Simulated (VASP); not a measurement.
# B2N2O (Cmc2_1) in VASP: single point with r2SCAN

Aim: the single point of B2N2O with r2SCAN.

Program: VASP 6.6.1. These are calculated values, not measurements. Logs are shortened: lines on timing, memory, paths and dates and some standing lists are left out, and cuts for length are marked.

## (1) The cell of the first run

The structure is orthorhombic, space group Cmc2_1 (No. 36). The conventional cell has a = 7.822 Å, b = 4.841 Å, c = 4.277 Å, α = 90.00°, β = 90.00°, γ = 90.00°. Within 1.9 Å of B (site symmetry 1) lie 1 O at 1.44 Å and 3 N at 1.50 to 1.55 Å. Within 2.0 Å of N (site symmetry 1) lie 3 B at 1.50 to 1.55 Å. Within 1.9 Å of O (site symmetry m) lie 2 B at 1.44 Å.

## (2) Single point, r2SCAN

Contents of POSCAR:

```
B2N2O
1.0
    3.9112340000      2.4206930000      0.0000000000
    3.9112340000     -2.4206930000      0.0000000000
    0.0000000000      0.0000000000     -4.2770140000
B N O
4 4 2
Direct
    0.3272000000      0.0254000000      0.7102000000
    0.6728000000      0.9746000000      0.2102000000
    0.9746000000      0.6728000000      0.7102000000
    0.0254000000      0.3272000000      0.2102000000
    0.3390000000      0.0970000000      0.3580000000
    0.6610000000      0.9030000000      0.8580000000
    0.9030000000      0.6610000000      0.3580000000
    0.0970000000      0.3390000000      0.8580000000
    0.2140000000      0.7860000000      0.7700000000
    0.7860000000      0.2140000000      0.2700000000
```

Contents of INCAR.step1:

```
SYSTEM = B2N2O
ALGO = Normal
EDIFF = 1E-4
ENCUT = 520
GGA = PE
ISMEAR = -1
LASPH = .TRUE.
LCHARG = .FALSE.
LREAL = .FALSE.
LWAVE = .TRUE.
NBANDS = 33
NELM = 60
PREC = Accurate
SIGMA = 0.1258
```

Contents of INCAR.step2:

```
SYSTEM = B2N2O
ALGO = Normal
EDIFF = 1E-6
ENCUT = 520
ISIF = 2
ISMEAR = -1
ISTART = 1
LASPH = .TRUE.
LCHARG = .FALSE.
LMIXTAU = .TRUE.
LREAL = .FALSE.
LWAVE = .FALSE.
METAGGA = R2SCAN
NBANDS = 33
NELM = 60
PREC = Accurate
SIGMA = 0.1258
```

Contents of KPOINTS:

```
k-points
0
G
  5 5 4
  0 0 0
```

Potentials or basis: VASP PAW PBE potentials, release 64 (B, N, O).

Command:

```
$ cat potpaw_PBE.64/B/POTCAR potpaw_PBE.64/N/POTCAR potpaw_PBE.64/O/POTCAR > POTCAR
$ cp INCAR.step1 INCAR
$ mpirun -np 1 vasp_std > vasp.out
$ cp INCAR.step2 INCAR
$ mpirun -np 1 vasp_std > vasp.out
```

OUTCAR:

```text
SYSTEM = B2N2O
   EDIFF = 1E-6
   ENCUT = 520
   ISIF = 2
   ISMEAR = -1
   ISTART = 1
   LASPH = .TRUE.
   LREAL = .FALSE.
   METAGGA = R2SCAN
   NELM = 60
   PREC = Accurate

 ion  position               nearest neighbor table
   1  0.327  0.025  0.710-   9 1.44   8 1.50   6 1.52   5 1.55
   2  0.673  0.975  0.210-  10 1.44   7 1.50   5 1.52   6 1.55
   3  0.975  0.673  0.710-   9 1.44   6 1.50   8 1.52   7 1.55
   4  0.025  0.327  0.210-  10 1.44   5 1.50   7 1.52   8 1.55
   5  0.339  0.097  0.358-   4 1.50   2 1.52   1 1.55
   6  0.661  0.903  0.858-   3 1.50   1 1.52   2 1.55
   7  0.903  0.661  0.358-   2 1.50   4 1.52   3 1.55
   8  0.097  0.339  0.858-   1 1.50   3 1.52   4 1.55
   9  0.214  0.786  0.770-   1 1.44   3 1.44
  10  0.786  0.214  0.270-   2 1.44   4 1.44

  LATTYP: Found a base centered orthorhombic cell.
 ALAT       =     4.8413860000
 B/A-ratio  =     1.6157497047
 C/A-ratio  =     0.8834275970

  Lattice vectors:

 A1 = (  -3.9112340000,   2.4206930000,   0.0000000000)
 A2 = (   3.9112340000,   2.4206930000,   0.0000000000)
 A3 = (   0.0000000000,   0.0000000000,  -4.2770140000)

Analysis of symmetry for initial positions (statically):
=====================================================================
 Subroutine PRICEL returns:
 Original cell was already a primitive cell.

 Routine SETGRP: Setting up the symmetry group for a
 base centered orthorhombic supercell.

 Subroutine GETGRP returns: Found  4 space group operations
 (whereof  2 operations were pure point group operations)
 out of a pool of  8 trial point group operations.

The static configuration has the point symmetry C_1h.
 The point group associated with its full space group is C_2v.

Analysis of symmetry for dynamics (positions and initial velocities):
=====================================================================
 Subroutine PRICEL returns:
 Original cell was already a primitive cell.

 Routine SETGRP: Setting up the symmetry group for a
 base centered orthorhombic supercell.

 Subroutine GETGRP returns: Found  4 space group operations
 (whereof  2 operations were pure point group operations)
 out of a pool of  8 trial point group operations.

The dynamic configuration has the point symmetry C_1h.
 The point group associated with its full space group is C_2v.

 Subroutine INISYM returns: Found  4 space group operations
 (whereof  2 operations are pure point group operations),
 and found     1 'primitive' translations

----------------------------------------------------------------------------------------

                                     Primitive cell

  volume of cell :      80.9887

  direct lattice vectors                    reciprocal lattice vectors
     3.911234000  2.420693000  0.000000000     0.127836892  0.206552421  0.000000000
     3.911234000 -2.420693000  0.000000000     0.127836892 -0.206552421  0.000000000
     0.000000000  0.000000000 -4.277014000     0.000000000  0.000000000 -0.233807979

  length of vectors
     4.599728905  4.599728905  4.277014000     0.242911864  0.242911864  0.233807979

  position of ions in fractional coordinates (direct lattice)
     0.327200000  0.025400000  0.710200000
     0.672800000  0.974600000  0.210200000
     0.974600000  0.672800000  0.710200000
     0.025400000  0.327200000  0.210200000
     0.339000000  0.097000000  0.358000000
     0.661000000  0.903000000  0.858000000
     0.903000000  0.661000000  0.358000000
     0.097000000  0.339000000  0.858000000
     0.214000000  0.786000000  0.770000000
     0.786000000  0.214000000  0.270000000

  ion indices of the primitive-cell ions
   primitive index   ion index
                 1           1
                 2           2
                 3           3
                 4           4
                 5           5
                 6           6
                 7           7
                 8           8
                 9           9
                10          10

----------------------------------------------------------------------------------------

 KPOINTS: k-points

Automatic generation of k-mesh.
 Grid dimensions read from file:
 generate k-points for:    5    5    4

 Generating k-lattice:

  Cartesian coordinates                     Fractional coordinates (reciprocal lattice)
     0.025567378  0.041310484  0.000000000     0.200000000  0.000000000  0.000000000
     0.025567378 -0.041310484  0.000000000     0.000000000  0.200000000  0.000000000
     0.000000000  0.000000000 -0.058451995     0.000000000  0.000000000  0.250000000

  Length of vectors
     0.048582373  0.048582373  0.058451995

  Shift w.r.t. Gamma in fractional coordinates (k-lattice)
     0.000000000  0.000000000  0.000000000

 Subroutine IBZKPT returns following result:
 ===========================================

 Found     27 irreducible k-points:

 Following reciprocal coordinates:
            Coordinates               Weight
  0.000000  0.000000  0.000000      1.000000
  0.200000  0.000000  0.000000      4.000000
  0.400000  0.000000  0.000000      4.000000
  0.200000  0.200000  0.000000      2.000000
  0.400000  0.200000  0.000000      4.000000
 -0.400000  0.200000  0.000000      4.000000
[... 16 lines left out ...]
  0.400000  0.200000  0.500000      4.000000
 -0.400000  0.200000  0.500000      4.000000
 [... further k-points ...]
   k-points           NKPTS =     27   k-points in BZ     NKDIM =     27   number of bands    NBANDS=     33
   number of dos      NEDOS =    301   number of ions     NIONS =     10
   total plane-waves  NPLWV =  41472
   dimension x,y,z NGX =    36 NGY =   36 NGZ =   32
   dimension x,y,z NGXF=    72 NGYF=   72 NGZF=   64
   ions per type =               4   4   2
   NGX,Y,Z   is equivalent  to a cutoff of  13.01, 13.01, 12.44 a.u.
   NGXF,Y,Z  is equivalent  to a cutoff of  26.02, 26.02, 24.88 a.u.
 SYSTEM =  B2N2O
   PREC   = accura    normal or accurate (medium, high low for compatibility)
   ISTART =      1    job   : 0-new  1-cont  2-samecut
   ICHARG =      0    charge: 1-file 2-atom 10-const
   ISPIN  =      1    spin polarized calculation?
   LNONCOLLINEAR =      F non collinear calculations
   LSORBIT =      F    spin-orbit coupling
   LASPH  =      T    aspherical Exc in radial PAW
   ENCUT  =  520.0 eV  38.22 Ry    6.18 a.u.   8.55  8.55  7.95*2*pi/ulx,y,z
   NELM   =     60;   NELMIN=  2; NELMDL=  0     # of ELM steps
   EDIFF  = 0.1E-05   stopping-criterion for ELM
   LREAL  =      F    real-space projection
   EDIFFG = 0.1E-04   stopping-criterion for IOM
   NSW    =      0    number of steps for IOM
   IBRION =     -1    ionic relax: 0-MD 1-quasi-New 2-CG
   NFREE  =      0    steps in history (QN), initial steepest desc. (CG)
   ISIF   =      2    stress and relaxation
   ISYM   =      2    0-nonsym 1-usesym 2-fastsym
   POTIM  = 0.5000    time-step for ionic-motion
   TEBEG  =    0.0;   TEEND  =   0.0 temperature during run
   PSTRESS=    0.0 pullay stress
   NELECT =      44.0000    total number of electrons
   NUPDOWN=      -1.0000    fix difference up-down
   EMIN   =  10.00;   EMAX   =-10.00  energy-range for DOS
   EFERMI =   0.00;   METHOD = LEGACY
   ISMEAR =    -1;   SIGMA  =   0.13  broadening in eV -4-tet -1-fermi 0-gaus
   EFERMI_NEDOS =   21; number of points for ismear=-14 and -15
   IALGO  =     38    algorithm
   IMIX   =      4    mixing-type and parameters
     AMIX     =   0.40;   BMIX     =  1.00
     AMIX_MAG =   1.60;   BMIX_MAG =  1.00
  volume/ion in A,a.u.               =       8.10        54.65
  Fermi-wavevector in a.u.,A,eV,Ry     =   1.335829  2.524352 24.278783  1.784440
  Thomas-Fermi vector in A             =   2.464503
   LORBIT       =      0    0 simple, 1 ext, 2 COOP (PROOUT), +10 PAW based schemes
   METAGGA = R2SCAN    functional components
   LHFCALC =     F    Hartree Fock is set to
   AEXX    =    0.0000 exact exchange contribution
   IVDW    =     0    specifies the selected vdW correction
   LEPSILON=     F    determine dielectric tensor
   LRPA    =     F    only Hartree local field effects (RPA)
 non-spin polarized calculation
  energy-cutoff  :      520.00
  volume of cell :       80.99
 maximum number of plane-waves:      2196
 NGX is ok and might be reduce to    36
   NGX = 17   NGY = 17   NGZ = 15

 number of electron      44.0000004 magnetization

 Free energy of the ion-electron system (eV)
  ---------------------------------------------------
  ext. energy  EPLUGINS =         0.00000000
  ---------------------------------------------------
  free energy    TOTEN  =       -85.72237366 eV

  energy without entropy =      -85.50749202  energy(sigma->0) =      -85.61493284

 E-fermi :   2.5351     XC(G=0): -11.4723

 val. band max:        2.5061600391   @ k =   0.0000   0.0000   0.0000
 cond. band min:       2.5486443892   @ k =   0.0000   0.0000   0.0000
 fundamental gap:      0.0424843501
 Fermi energy:         2.5350964387

 k-point     1 :       0.0000    0.0000    0.0000
  band No.  band energies     occupation
      1     -18.5686      2.00000
      2     -17.3407      2.00000
      3     -14.8410      2.00000
      4     -13.0369      2.00000
      5     -12.5846      2.00000
      6     -12.5717      2.00000
[... 25 lines left out ...]
     32      15.8706      0.00000
     33      16.1967      0.00000

 k-point     2 :       0.2000    0.0000    0.0000
  band No.  band energies     occupation
      1     -18.4379      2.00000
      2     -17.3610      2.00000
      3     -14.9120      2.00000
      4     -13.8324      2.00000
      5     -12.5073      2.00000
      6     -12.0774      2.00000
[... 25 lines left out ...]
     32      15.8279      0.00000
     33      16.4037      0.00000
[... 754 lines left out ...]
     32      15.2856      0.00000
     33      17.1538      0.00000

 k-point    24 :      -0.4000    0.2000    0.5000
  band No.  band energies     occupation
      1     -17.6624      2.00000
      2     -17.6624      2.00000
      3     -14.3734      2.00000
      4     -14.3734      2.00000
      5     -13.4261      2.00000
      6     -13.4261      2.00000
[... 25 lines left out ...]
     32      15.6807      0.00000
     33      16.7331      0.00000

 [... further k-points ...]
[... 5 lines left out ...]
  --------------------------------------------------------------------------------------
  -------------------------------------------------------------------------------------
  Total        1.2502200      1.3937001      3.3562448      0.0000000      0.0000000      0.0000000
  in kB       24.7327757     27.5712033     66.3957123      0.0000000      0.0000000      0.0000000
  external PRESSURE =      39.5665638 kB  Pullay stress =       0.0000000 kB

 VOLUME and BASIS-vectors are now :
 -----------------------------------------------------------------------------
  energy-cutoff  :      520.00
  volume of cell :       80.99
      direct lattice vectors                 reciprocal lattice vectors
     3.911234000  2.420693000  0.000000000     0.127836892  0.206552421  0.000000000
     3.911234000 -2.420693000  0.000000000     0.127836892 -0.206552421  0.000000000
     0.000000000  0.000000000 -4.277014000     0.000000000  0.000000000 -0.233807979

 POSITION                                       TOTAL-FORCE (eV/Angst)
 -----------------------------------------------------------------------------------
      1.37910      0.73057     -3.03754        -0.176629     -0.087818      0.979319
      6.44337     -0.73057     -0.89903         0.176629      0.087818      0.979319
      6.44337      0.73057     -3.03754         0.176629     -0.087818      0.979319
      1.37910     -0.73057     -0.89903        -0.176629      0.087818      0.979319
      1.70530      0.58581     -1.53117         0.579662      0.823409     -1.006305
      6.11717     -0.58581     -3.66968        -0.579662     -0.823409     -1.006305
      6.11717      0.58581     -1.53117        -0.579662      0.823409     -1.006305
      1.70530     -0.58581     -3.66968         0.579662     -0.823409     -1.006305
      3.91123     -1.38464     -3.29330         0.000000      0.612176      0.053971
      3.91123      1.38464     -1.15479         0.000000     -0.612176      0.053971
 -----------------------------------------------------------------------------------
    total drift:                               -0.000000      0.000000      0.000387

  FREE ENERGIE OF THE ION-ELECTRON SYSTEM (eV)
  ---------------------------------------------------
  free  energy   TOTEN  =       -85.7223736596 eV

  energy  without entropy=      -85.5074920222  energy(sigma->0) =      -85.61493284
```

Run time: 4.3 min. Hardware: 1 thread of Intel Xeon Platinum 8488C (Sapphire Rapids), shared host; peak memory 0.23 GiB.

Results:

```
Free energy            : -85.7224 eV
Pressure               : 4.0 GPa
Largest force          : 1.424 eV/Å
Band gap on the k mesh : zero (bands 22 and 23 overlap by 0.15 eV)
```

Forces on the atoms (eV/Å):
```
B   -0.177 -0.088  0.979
B    0.177  0.088  0.979
B    0.177 -0.088  0.979
B   -0.177  0.088  0.979
N    0.580  0.823 -1.006
N   -0.580 -0.823 -1.006
N   -0.580  0.823 -1.006
N    0.580 -0.823 -1.006
O    0.000  0.612  0.054
O    0.000 -0.612  0.054
```

Caveat: the k points lie up to 0.37 Å⁻¹ apart; the PAW data sets were made with another functional, which shifts forces and pressure a little.
